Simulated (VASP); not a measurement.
Wanted: the native input for a VASP 6.6.1 run.

```
Task                   : single point
Functional             : r2SCAN
Potentials or basis    : VASP PAW PBE potentials, release 64 (Cd, S)
Cutoff                 : 520 eV
k mesh                 : 8 × 8 × 8
Occupations            : gaussian, width 0.01 eV
Spin                   : no spin polarisation
Dipole correction      : no
Further INCAR settings : ALGO = Normal; EDIFF = 1e-06; NBANDS = 16
```

The system is CdS.

```
CELL_PARAMETERS angstrom
0.00000 3.05384 3.05384
3.05384 0.00000 3.05384
3.05384 3.05384 0.00000
ATOMIC_POSITIONS crystal
Cd 0.00000 0.00000 0.00000
S 0.25000 0.25000 0.25000
```

This cell differs from its parent crystal: strain +3.9%.

The input as run:

POSCAR

```
CdS
1.0
    0.0000000000      3.0538442205      3.0538442205
    3.0538442205      0.0000000000      3.0538442205
    3.0538442205      3.0538442205      0.0000000000
Cd S
1 1
Direct
    0.0000000000      0.0000000000      0.0000000000
    0.2500000000      0.2500000000      0.2500000000
```

INCAR.step1

```
SYSTEM = CdS
PREC = Accurate ; ENCUT = 520
ISMEAR = 0 ; SIGMA = 0.01
LREAL = .FALSE. ; LASPH = .TRUE.
NELM = 60 ; NBANDS = 16
GGA = PE ; ALGO = Normal
EDIFF = 1E-4 ; LWAVE = .TRUE.
LCHARG = .FALSE.
```

INCAR.step2

```
SYSTEM = CdS
PREC = Accurate ; ENCUT = 520
EDIFF = 1E-6 ; ISMEAR = 0
SIGMA = 0.01 ; LREAL = .FALSE.
LASPH = .TRUE. ; NELM = 60
ALGO = Normal ; ISIF = 2
LWAVE = .FALSE. ; LCHARG = .FALSE.
METAGGA = R2SCAN ; LMIXTAU = .TRUE.
NBANDS = 16 ; ISTART = 1
```

KPOINTS

```
Automatic mesh
0
G
  8 8 8
  0 0 0
```

Potentials or basis: VASP PAW PBE potentials, release 64 (Cd, S).

The run is started by

```sh
$ cat potpaw_PBE.64/Cd/POTCAR potpaw_PBE.64/S/POTCAR > POTCAR
$ cp INCAR.step1 INCAR
$ mpirun -np 1 vasp_std > vasp.out
$ cp INCAR.step2 INCAR
$ mpirun -np 1 vasp_std > vasp.out
```

Results of the run:

```json
{
 "Pressure": "-5.2 GPa",
 "Band gap on the k mesh": "1.26 eV"
}
```

Caveat: the cell differs from its parent crystal (strain +3.9%); the cell stands under tension; the PAW data sets were made with another functional, which shifts forces and pressure a little.

Run time: 2.9 min on 1 thread of AMD EPYC 7R13, on a shared host, peak memory 0.17 GiB.
